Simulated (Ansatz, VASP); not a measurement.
# AlNi in VASP and in Ansatz

```xyz
2
Lattice="1.9581 -1.9532 0.0000 1.9581 1.9532 0.0000 0.0000 0.0000 3.0994" Properties=species:S:1:pos:R:3 pbc="T T T"
Al    0.0000    0.0000    0.0000
Ni    1.9581    0.0000    1.5497
```

Change from the starting cell: strain +0.0100 x Voigt [1, 0, 0, 0, 0, 0], atoms carried along.

Alike in both runs: task single point; functional PBEsol; k mesh 18 × 18 × 16; occupations gaussian, width 0.15 eV; no spin polarisation.

|  | VASP | Ansatz |
| --- | --- | --- |
| version | VASP 6.6.1 | Ansatz 0.2.0 |
| potentials or method | VASP PAW PBE potentials, release 64 (Al, Ni), cutoff 520 eV | scalar-relativistic, plane waves, PAW |
| valence electrons in the cell | 13 | 21 |

|  | VASP | Ansatz | Ansatz less VASP |
| --- | --- | --- | --- |
| gap on the k mesh at the Fermi level (eV) | none | none | - |
| pressure (GPa) | -0.9 | -1.3 | -0.36 |
| traceless stress, the component that is largest in VASP (GPa) | -4.12 | -3.98 | +0.133 |

VASP's potentials were made for PBE, not for PBEsol. A gap of «none» marks a metal or a gap that the smearing closes. With one functional, cell and mesh, what is left measures potentials, basis and numerics. VASP's potentials hold 13 valence electrons a cell and Ansatz's 21, so a difference there can come from the potentials and not from the codes.
